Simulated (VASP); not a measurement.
# Pd: electric field gradients with PBE

The system is Pd.

```
CELL_PARAMETERS angstrom
0.01945 1.95462 1.95462
1.95462 0.01945 1.95462
1.95462 1.95462 0.01945
ATOMIC_POSITIONS crystal
Pd 0.00000 0.00000 0.00000
```

This cell differs from its parent crystal: equal xy, yz and zx shear strains of +1 %.

```json
{
 "Program": "VASP 6.6.1",
 "Task": "electric field gradients",
 "Functional": "PBE",
 "Potentials or basis": "VASP PAW PBE potentials, release 64 (Pd)",
 "Cutoff": "520 eV",
 "k mesh": "18 × 18 × 18",
 "Occupations": "fermi-dirac, width 0.05 eV",
 "Spin": "no spin polarisation",
 "Dipole correction": "no",
 "Further INCAR settings": "ALGO = Normal; EDIFF = 1e-08; NBANDS = 11"
}
```

```
Pressure               : 7.3 GPa
Band gap on the k mesh : zero (band 5 reaches 10.12 eV, above the bottom of band 6 at 8.52 eV)
```

Stress tensor (GPa, compression positive):
```
 7.31 -0.79 -0.79
-0.79  7.31 -0.79
-0.79 -0.79  7.31
```

Levels at points of the mesh, in eV from the Fermi level:
| k point | band 2 | band 3 | band 4 | band 5 | band 6 | band 7 | band 8 | band 9 |
| --- | --- | --- | --- | --- | --- | --- | --- | --- |
| (0.00, 0.00, 0.00) | -2.94 | -2.81 | -2.81 | -1.23 | -1.23 | 17.19 | 21.66 | 22.15 |
| (0.50, 0.00, 0.00) | -2.99 | -2.81 | -0.06 | 0.02 | 1.05 | 7.42 | 16.51 | 20.92 |
| (0.50, 0.50, 0.00) | -5.13 | -0.06 | 0.29 | 0.29 | 3.35 | 10.80 | 13.04 | 13.42 |
| (0.50, 0.50, 0.50) | -2.89 | -2.89 | -0.05 | -0.05 | 0.88 | 7.12 | 16.68 | 21.37 |

Electric field gradients, principal values (V/Å²):
| atom | least | middle | greatest (by size) |
| --- | --- | --- | --- |
| 1 Pd | 1.806 | 1.806 | -3.612 |

It took 68 s on 1 thread of Intel(R) Xeon(R) Platinum 8488C (Sapphire Rapids) (shared host), peak memory 0.22 GiB.

Caveat: the cell differs from its parent crystal (equal xy, yz and zx shear strains of +1 %); without QUAD_EFG the Cq values of the log hold for a quadrupole moment of 1 mb, not for the nuclei.
